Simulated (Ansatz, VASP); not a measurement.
## Two plane-wave programs on Si5O

```
CELL_PARAMETERS angstrom
6.68396 0.00000 0.00000
-3.34198 5.78848 0.00000
0.00000 0.00000 2.55962
ATOMIC_POSITIONS crystal
Si 0.72361 0.00000 0.00000
Si 0.00000 0.72361 0.00000
Si 0.27639 0.27639 0.00000
Si 0.33333 0.66667 0.00000
Si 0.66667 0.33333 0.00000
O 0.00000 0.00000 0.00000
```

Alike in both runs: functional PBE; k mesh 3 × 3 × 8; occupations gaussian, width 0.1 eV; no spin polarisation.

Ansatz relaxed the structure, and its values are those at the end. VASP's run is a single point on that final structure, the one shown.

|  | VASP | Ansatz |
| --- | --- | --- |
| version | VASP 6.6.1 | Ansatz 0.2.0 |
| potentials or method | VASP PAW PBE potentials, release 64 (Si, O), cutoff 520 eV | scalar-relativistic, plane waves, PAW |
| valence electrons in the cell | 26 | 26 |

Ansatz gave:

| Quantity | Value |
| --- | --- |
| gap on the k mesh at the Fermi level (eV) | none |
| pressure (GPa) | 0.2 |
| rms of the force components (eV/Å) | 0.003 |

Task: What did VASP give for the same quantities?

Result: gap on the k mesh at the Fermi level (eV): none; pressure (GPa): 0.2; rms of the force components (eV/Å): 0.011.

A gap of «none» marks a metal or a gap that the smearing closes.

The k mesh is coarse, so the values compare programs but aren't converged.
